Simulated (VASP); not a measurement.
Here is a VASP 6.6.1 calculation.

Contents of INCAR:

```
SYSTEM = SnO2
PREC = Accurate ; ENCUT = 520
EDIFF = 1E-7 ; ISMEAR = 0
SIGMA = 0.02 ; LREAL = .FALSE.
LASPH = .TRUE. ; NELM = 80
ALGO = Normal ; ISIF = 2
LWAVE = .FALSE. ; LCHARG = .FALSE.
GGA = PE ; NBANDS = 35
```

File KPOINTS:

```
Automatic mesh
0
G
  6 6 8
  0 0 0
```

Contents of POSCAR:

```
SnO2
1.0
    4.6130822506      0.0000000000      0.0000000000
    0.0000000000      4.6130822506      0.0000000000
    0.0000000000      0.0000000000      3.1729244516
Sn O
2 4
Direct
    0.5000000000      0.5000000000      0.5000000000
    0.0000000000      0.0000000000      0.0000000000
    0.1947067631      0.8052932369      0.5000000000
    0.8052932369      0.1947067631      0.5000000000
    0.3052932369      0.3052932369      0.0000000000
    0.6947067631      0.6947067631      0.0000000000
```

Potentials or basis: VASP PAW PBE potentials, release 64 (Sn_d, O).

Run with:

```sh
$ cat potpaw_PBE.64/Sn_d/POTCAR potpaw_PBE.64/O/POTCAR > POTCAR
$ mpirun -np 1 vasp_std > vasp.out
```

Problem. Predict the band gap on the k mesh.

Solution. 1.87 eV.

Problem. Predict the largest force.

Solution. 0.014 eV/Å.

Stress tensor (GPa, compression positive):
```
25.71  0.00  0.00
 0.00 25.71  0.00
 0.00  0.00 26.06
```

Caveat: the cell stands under pressure; spin-orbit coupling is left out, which moves the levels of the heavy elements.
